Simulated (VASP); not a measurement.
Input of a VASP 6.6.1 run:

The input INCAR:

```
  PREC = Accurate
  ENCUT = 520
  EDIFF = 1E-7
  ISMEAR = 0
  SIGMA = 0.1
  LREAL = F
  LASPH = T
  NELM = 150
  ALGO = Normal
  ISIF = 2
  LWAVE = F
  LCHARG = F
  ISPIN = 2
  MAGMOM = 0.47 0 0
  LORBIT = 11
  LMAXMIX = 4
  LDIPOL = T
  IDIPOL = 3
  DIPOL = 0.5 0.5 0.296
  GGA = PE
  NBANDS = 24
```

Contents of KPOINTS:

```
regular mesh
0
Gamma
  14 14 1
```

The input POSCAR:

```
TiI2
1.0
    3.5259580294      0.0000000000      0.0000000000
    0.0000000000      3.5259580294      0.0000000000
    0.0000000000      0.0000000000     30.4424104000
Ti I
1 2
Direct
    0.0000000000      0.0000000000      0.2956401902
    0.5000000000      0.5000000000      0.3523308988
    0.5000000000      0.5000000000      0.2389494815
```

Potentials or basis: VASP PAW PBE potentials, release 64 (Ti_sv, I).

Run with:

```console
$ cat potpaw_PBE.64/Ti_sv/POTCAR potpaw_PBE.64/I/POTCAR > POTCAR
$ mpirun -np 1 vasp_std > vasp.out
```

What does it give for the net moment?

0.46 μB per cell.

Estimate the largest force.

0.007 eV/Å.

Estimate the site moments.

Ti +0.39; I -0.02 μB.

Forces on the atoms (eV/Å):
```
Ti   0.000  0.000  0.000
I    0.000  0.000  0.007
I    0.000  0.000 -0.007
```
